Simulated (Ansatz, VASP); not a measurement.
# One calculation of C, two programs

```
C
1.0
     0.00000    1.54296    1.54296
     1.54296    0.00000    1.54296
     1.54296    1.54296    0.00000
C
1
Direct
  0.00000 0.00000 0.00000
```

Alike in both runs: task single point; functional LDA; k mesh 16 × 16 × 16; occupations fermi-dirac, width 0.03 eV; no spin polarisation.

|  | VASP | Ansatz |
| --- | --- | --- |
| version | VASP 6.6.1 | Ansatz 0.2.0 |
| potentials or method | VASP PAW LDA potentials, release 64 (C), cutoff 520 eV | all-electron LAPW, scalar-relativistic |

|  | VASP | Ansatz | Ansatz less VASP |
| --- | --- | --- | --- |
| pressure (GPa) | -9.7 | -10.1 | -0.37 |

LDA's correlation is that of Perdew and Zunger in VASP and of Perdew and Wang (1992) in Ansatz. Ansatz ran all-electron here, and VASP with PAW potentials.
